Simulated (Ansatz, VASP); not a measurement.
**Nb2B: VASP beside Ansatz**

```xyz
3
Lattice="0.0000 2.8171 2.8171 2.8171 0.0000 2.8171 2.8171 2.8171 0.0000" Properties=species:S:1:pos:R:3 pbc="T T T"
Nb    1.4085    1.4085    1.4085
Nb    4.2256    4.2256    4.2256
B     2.8171    2.8171    2.8171
```

Alike in both runs: task relaxation of cell and atoms; functional PBE; k mesh 14 × 14 × 14; occupations gaussian, width 0.1 eV; no spin polarisation.

|  | VASP | Ansatz |
| --- | --- | --- |
| version | VASP 6.6.1 | Ansatz 0.2.0 |
| potentials or method | VASP PAW PBE potentials, release 64 (Nb_sv, B), cutoff 600 eV | scalar-relativistic, plane waves, PAW |
| valence electrons in the cell | 29 | 29 |

```tsv
	VASP	Ansatz	Ansatz less VASP
gap on the k mesh at the Fermi level, each at its own relaxed structure (eV)	none	none	-
relaxed volume (Å³/atom)	14.88	14.90	+0.020
relaxed cell length with the largest relative difference (Å)	3.982	3.984	+0.0018
```

A gap of «none» marks a metal or a gap that the smearing closes.
